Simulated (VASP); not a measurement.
Set up this calculation in VASP 6.6.1, as the native input.

```yaml
Task: single point
Functional: PBE
Potentials_or_basis: VASP PAW PBE potentials, release 64 (Ga_d)
Cutoff: 520 eV
k_mesh: 14 × 14 × 14
Occupations: fermi-dirac, width 0.05 eV
Spin: no spin polarisation
Dipole_correction: no
Further_INCAR_settings: ALGO = Normal; EDIFF = 1e-06; NBANDS = 12
```

The structure of Ga lies in POSCAR:

```
Ga
1.0
    2.3914885612      0.0000000000      0.0000000000
    0.0000000000      2.3914885612      0.0000000000
    0.0000000000      0.0000000000      2.3914885612
Ga
1
Direct
    0.0000000000      0.0000000000      0.0000000000
```

This cell differs from its parent crystal: volume scaled by 0.68.

The input as run:

INCAR

```
ALGO = Normal
EDIFF = 1E-6
ENCUT = 520
GGA = PE
ISIF = 2
ISMEAR = -1
LASPH = True
LCHARG = True
LELF = True
LREAL = False
LVHAR = True
LWAVE = False
NBANDS = 12
NELM = 100
PREC = Accurate
SIGMA = 0.05
```

KPOINTS

```
k-points
0
Gamma
  14 14 14
```

Potentials or basis: VASP PAW PBE potentials, release 64 (Ga_d).

Launch:

```console
$ cat potpaw_PBE.64/Ga_d/POTCAR > POTCAR
$ mpirun -np 1 vasp_std > vasp.out
```

It gave:

| Property | Result |
| --- | --- |
| Pressure | 46.6 GPa |

Wall time 5.6 s on 1 thread of Intel(R) Xeon(R) 6975P-C (Granite Rapids) (shared host), peak memory 0.13 GiB.
